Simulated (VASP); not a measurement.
A run of VASP 6.6.1 is set up as follows.

The input INCAR:

```
SYSTEM = MgO
PREC     = Accurate       ! precision mode
ENCUT    = 520            ! plane-wave cutoff, eV
EDIFF    = 1E-6           ! SCF threshold, eV
ISMEAR   = -1             ! smearing method
SIGMA    = 0.1            ! smearing width, eV
LREAL    = .False.        ! projectors in reciprocal space
LASPH    = .True.         ! aspherical terms in the spheres
NELM     = 60             ! most SCF steps
ALGO     = Normal         ! electronic algorithm
ISIF     = 2              ! what is computed and relaxed
LWAVE    = .False.        ! write WAVECAR
LCHARG   = .False.        ! write CHGCAR
GGA      = PE             ! functional
NBANDS   = 11             ! bands
```

File KPOINTS:

```
regular mesh
0
Gamma
  17 17 17
  0 0 0
```

File POSCAR:

```
MgO
1.0
    0.0000000000      2.0072504426      2.0072504426
    2.0072504426      0.0000000000      2.0072504426
    2.0072504426      2.0072504426      0.0000000000
Mg O
1 1
Direct
    0.0000000000      0.0000000000      0.0000000000
    0.2500000000      0.2500000000      0.2500000000
```

Potentials or basis: VASP PAW PBE potentials, release 64 (Mg, O).

Launch:

```bash
$ cat potpaw_PBE.64/Mg/POTCAR potpaw_PBE.64/O/POTCAR > POTCAR
$ mpirun -np 1 vasp_std > vasp.out
```

Task: Estimate the pressure.

Result: 112.5 GPa.

Task: What does it give for the band gap on the k mesh?

Result: 6.26 eV, indirect (least direct gap 6.28 eV).

A k mesh can miss the band edges. Expect the measured gap to be larger: semilocal functionals such as PBE lack the derivative discontinuity.
